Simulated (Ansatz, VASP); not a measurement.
**One calculation of Ba, two programs**

Contents of INCAR:

```
PREC = Accurate ; ENCUT = 520
EDIFF = 1E-6 ; ISMEAR = 0
SIGMA = 0.15 ; LREAL = F
LASPH = T ; NELM = 100
ALGO = Fast ; ISIF = 2
LWAVE = F ; LCHARG = F
GGA = PS ; NBANDS = 11
```

KPOINTS

```
Automatic mesh
0
Gamma
  14 14 14
```

POSCAR

```
Ba
1.0
    4.2222992844      0.0000000000      0.0000000000
    0.0000000000      4.2222992844      0.0000000000
    0.0000000000      0.0000000000      3.2353118469
Ba
1
Direct
    0.5000000000      0.5000000000      0.5000000000
```

Input for Ansatz:

```yaml
crystal:
  lattice:
    - [4.2222992844, 0.0, 0.0]
    - [0.0, 4.2222992844, 0.0]
    - [0.0, 0.0, 3.2353118469]
  atoms:
    - { symbol: Ba, position: [0.5, 0.5, 0.5] }
basis:
  ecutwfc: 420
kpoints:
  mp_grid: { grid: [14, 14, 14] }
hamiltonian:
  xc: pbesol
scf:
  occupations: { method: gaussian, width: 0.15 }
output:
  forces: true
  stress: true
  eigenvalues: true
```

Alike in both runs: task single point; functional PBEsol; k mesh 14 × 14 × 14; occupations gaussian, width 0.15 eV; no spin polarisation.

|  | VASP | Ansatz |
| --- | --- | --- |
| version | VASP 6.6.1 | Ansatz 0.2.0 |
| potentials or method | VASP PAW PBE potentials, release 64 (Ba_sv), cutoff 520 eV | scalar-relativistic, plane waves, PAW |
| valence electrons in the cell | 10 | 10 |

|  | VASP | Ansatz | Ansatz less VASP |
| --- | --- | --- | --- |
| gap on the k mesh at the Fermi level (eV) | none | none | - |
| pressure (GPa) | 0.6 | 0.3 | -0.37 |
| traceless stress, the component that is largest in VASP (GPa) | 7.13 | 6.68 | -0.453 |

VASP's potentials were made for PBE, not for PBEsol. A gap of «none» marks a metal or a gap that the smearing closes.

Neither program's run includes spin-orbit coupling.
